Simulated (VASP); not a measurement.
Wanted: the native input for a VASP 6.6.1 run.

* Task: single point
* Functional: PBEsol
* Potentials or basis: VASP PAW PBE potentials, release 64 (Mg, S)
* Cutoff: 520 eV
* k mesh: 5 × 5 × 5
* Occupations: gaussian, width 0.01 eV
* Spin: no spin polarisation
* Dipole correction: no
* Further INCAR settings: ALGO = Normal; EDIFF = 1e-06; NBANDS = 11

The structure of MgS (Niningerite) lies in POSCAR:

```
MgS
1.0
    0.0000000000      2.5527684266      2.5527684266
    2.5527684266      0.0000000000      2.5527684266
    2.5527684266      2.5527684266      0.0000000000
Mg S
1 1
Direct
    0.0000000000      0.0000000000      0.0000000000
    0.5000000000      0.5000000000      0.5000000000
```

These files were run (other wordings do the same):

INCAR

```
SYSTEM = MgS
ALGO     = Normal         ! electronic algorithm
EDIFF    = 1E-6           ! SCF threshold, eV
ENCUT    = 520            ! plane-wave cutoff, eV
GGA      = PS             ! functional
ISIF     = 2              ! what is computed and relaxed
ISMEAR   = 0              ! smearing method
LASPH    = .TRUE.         ! aspherical terms in the spheres
LCHARG   = .TRUE.         ! write CHGCAR
LELF     = .TRUE.         ! ELF
LREAL    = .FALSE.        ! projectors in reciprocal space
LVHAR    = .TRUE.       
LWAVE    = .FALSE.        ! write WAVECAR
NBANDS   = 11             ! bands
NELM     = 100            ! most SCF steps
PREC     = Accurate       ! precision mode
SIGMA    = 0.01           ! smearing width, eV
```

KPOINTS

```
k-points
0
G
  5 5 5
  0 0 0
```

Potentials or basis: VASP PAW PBE potentials, release 64 (Mg, S).

Launch:

```console
$ cat potpaw_PBE.64/Mg/POTCAR potpaw_PBE.64/S/POTCAR > POTCAR
$ mpirun -np 1 vasp_std > vasp.out
```

Results of the run:

* Pressure: 3.7 GPa
* Band gap on the k mesh: 3.24 eV, indirect (least direct gap 4.05 eV)

Caveat: the k points lie up to 0.43 Å⁻¹ apart; the PAW data sets were made with another functional, which shifts forces and pressure a little.

Run time: 4.7 s on 1 thread of Intel Xeon 6975P-C, with other jobs on the host, peak memory 0.15 GiB.
